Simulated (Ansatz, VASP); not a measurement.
**Two plane-wave programs on BaS**

File INCAR:

```
SYSTEM = BaS
PREC = Accurate
ENCUT = 520
EDIFF = 1E-8
ISMEAR = -1
SIGMA = 0.02
LREAL = .False.
LASPH = .True.
NELM = 60
ALGO = Normal
ISIF = 2
LWAVE = .False.
LCHARG = .False.
GGA = PS
LEFG = .True.
NBANDS = 15
```

Contents of KPOINTS:

```
Automatic mesh
0
Gamma
  8 8 8
  0 0 0
```

POSCAR

```
BaS
1.0
    0.0000000000      3.1937500000      3.2576250000
    3.1937500000      0.0000000000      3.2576250000
    3.1937500000      3.1937500000      0.0000000000
Ba S
1 1
Direct
    0.0000000000      0.0000000000      0.0000000000
    0.5000000000      0.5000000000      0.5000000000
```

Input for Ansatz:

```yaml
crystal:
  lattice:
    - [0.0, 3.19375, 3.257625]
    - [3.19375, 0.0, 3.257625]
    - [3.19375, 3.19375, 0.0]
  atoms:
    - { symbol: Ba, position: [0.0, 0.0, 0.0] }
    - { symbol: S, position: [0.5, 0.5, 0.5] }
kpoints:
  mp_grid: { grid: [8, 8, 8] }
scf:
  occupations: { method: fermi_dirac, width: 0.02 }
hamiltonian:
  xc: pbesol
  pseudopotentials: { kind: paw }
output:
  forces: true
  stress: true
  eigenvalues: true
  efg: { contact_densities: true }
```

Change from the starting cell: zz strain of +2 %, PAW files.

Alike in both runs: task electric field gradients; functional PBEsol; k mesh 8 × 8 × 8; occupations fermi-dirac, width 0.02 eV; no spin polarisation.

|  | VASP | Ansatz |
| --- | --- | --- |
| version | VASP 6.6.1 | Ansatz 0.2.0 |
| potentials or method | VASP PAW PBE potentials, release 64 (Ba_sv, S) | PAW with Ansatz's default frozen-core files, scalar-relativistic |
| plane-wave cutoff (eV) | 520 | 420 |
| valence electrons in the cell | 16 | 16 |

```tsv
	VASP	Ansatz	Ansatz less VASP
gap on the k mesh at the Fermi level (eV)	1.99	2.09	+0.096
pressure (GPa)	-1.3	-1.9	-0.58
traceless stress, the component that is largest in VASP (GPa)	-0.94	-0.85	+0.095
size of Vzz on the site where it differs most (V/Å²)	24.7	23.3	-1.34
```

VASP's potentials were made for PBE, not for PBEsol.

Neither program's run includes spin-orbit coupling.
